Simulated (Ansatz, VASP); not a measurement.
# Two plane-wave programs on Cu

File INCAR:

```
  PREC = Accurate
  ENCUT = 520
  EDIFF = 1E-6
  ISMEAR = 0
  SIGMA = 0.15
  LREAL = F
  LASPH = T
  NELM = 80
  ALGO = Fast
  ISIF = 2
  LWAVE = F
  LCHARG = F
  GGA = CA
  NBANDS = 12
```

KPOINTS

```
regular mesh
0
Gamma
  24 24 24
```

File POSCAR:

```
Cu
1.0
   -1.4418263279      1.4418263279      1.3143688805
    1.4418263279     -1.4418263279      1.3143688805
    1.4418263279      1.4418263279     -1.3143688805
Cu
1
Direct
    0.0000000000      0.0000000000      0.0000000000
```

Input for Ansatz:

```yaml
crystal:
  lattice:
    - [-1.4418263279, 1.4418263279, 1.3143688805]
    - [1.4418263279, -1.4418263279, 1.3143688805]
    - [1.4418263279, 1.4418263279, -1.3143688805]
  atoms:
    - { symbol: Cu, position: [0.0, 0.0, 0.0] }
basis:
  ecutwfc: 520.0
kpoints:
  mp_grid: { grid: [24, 24, 24] }
hamiltonian:
  xc: lda
  pseudopotentials: { kind: paw, azcp: { folder: soft_1 } }
scf:
  occupations: { method: gaussian, width: 0.15 }
output:
  forces: true
  stress: true
  eigenvalues: true
```

Alike in both runs: task single point; functional LDA; k mesh 24 × 24 × 24; occupations gaussian, width 0.15 eV; no spin polarisation.

```csv
,VASP,Ansatz
version,VASP 6.6.1,Ansatz 0.2.0
potentials or method,"VASP PAW LDA potentials, release 64 (Cu), cutoff 520 eV","scalar-relativistic, plane waves, PAW"
valence electrons in the cell,11,19
```

Ansatz gave:

* gap on the k mesh at the Fermi level (eV): none
* pressure (GPa): 0.1
* traceless stress, the component that is largest in VASP (GPa): 0.51

**Question.** Estimate VASP's values.

**Answer.** gap on the k mesh at the Fermi level (eV): none; pressure (GPa): 1.6; traceless stress, the component that is largest in VASP (GPa): 0.54.

Ansatz warns that its potentials were made for another functional, while VASP's fit it. LDA's correlation is that of Perdew and Zunger in VASP and of Perdew and Wang (1992) in Ansatz. A gap of «none» marks a metal or a gap that the smearing closes. VASP's potentials hold 11 valence electrons a cell and Ansatz's 19, so a difference there can come from the potentials and not from the codes.
